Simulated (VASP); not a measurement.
**Pt: single point with r2SCAN**

Pt:

```xyz
1
Lattice="-1.6254 1.6254 1.6254 1.6254 -1.6254 1.6254 1.6254 1.6254 -1.6254" Properties=species:S:1:pos:R:3 pbc="T T T"
Pt    0.0000    0.0000    0.0000
```

| Property | Result |
| --- | --- |
| Program | VASP 6.6.1 |
| Task | single point |
| Functional | r2SCAN |
| Potentials or basis | VASP PAW PBE potentials, release 64 (Pt) |
| Cutoff | 550 eV |
| k mesh | 13 × 13 × 13 |
| Occupations | methfessel-paxton, width 0.1 eV |
| Spin | no spin polarisation |

```json
{
 "Pressure": "-19.9 GPa",
 "Band gap on the k mesh": "zero (band 5 reaches 9.36 eV, above the bottom of band 6 at 7.44 eV)"
}
```

Levels at points of the mesh, in eV from the Fermi level:
| k point | band 1 | band 2 | band 3 | band 4 | band 5 | band 6 | band 7 | band 8 | band 9 | band 10 |
| --- | --- | --- | --- | --- | --- | --- | --- | --- | --- | --- |
| (0.00, 0.00, 0.00) | -8.94 | -3.25 | -3.25 | -3.25 | -1.05 | -1.05 | 17.99 | 17.99 | 17.99 | 26.88 |

Run time: 41 s on 1 thread of Intel(R) Xeon(R) Platinum 8259CL CPU @ 2.50GHz (Skylake/Cascade Lake), with other jobs on the host, peak memory 0.16 GiB.

Caveat: the PAW data sets were made with another functional, which shifts forces and pressure a little; spin-orbit coupling is left out, which moves the levels of the heavy elements.
